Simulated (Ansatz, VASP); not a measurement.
## CdO: VASP beside Ansatz

```xyz
2
Lattice="0.0000 2.3481 2.3481 2.3481 0.0000 2.3481 2.3481 2.3481 0.0000" Properties=species:S:1:pos:R:3 pbc="T T T"
Cd    0.0000    0.0000    0.0000
O     2.3481    2.3481    2.3481
```

Alike in both runs: task single point; functional r2SCAN; k mesh 6 × 6 × 6; occupations gaussian, width 0.1 eV; no spin polarisation.

|  | VASP | Ansatz |
| --- | --- | --- |
| version | VASP 6.6.1 | Ansatz 0.2.0 |
| potentials or method | VASP PAW PBE potentials, release 64 (Cd, O), cutoff 660 eV | scalar-relativistic, plane waves, PAW |
| valence electrons in the cell | 18 | 26 |

```csv
,VASP,Ansatz,Ansatz less VASP
gap on the k mesh at the Fermi level (eV),none,none,-
pressure (GPa),2.6,1.0,-1.60
```

VASP's potentials were made for PBE, not for r2SCAN. A gap of «none» marks a metal or a gap that the smearing closes. VASP's potentials hold 18 valence electrons a cell and Ansatz's 26, so a difference there can come from the potentials and not from the codes.

The k mesh is coarse, so the values compare programs but aren't converged.
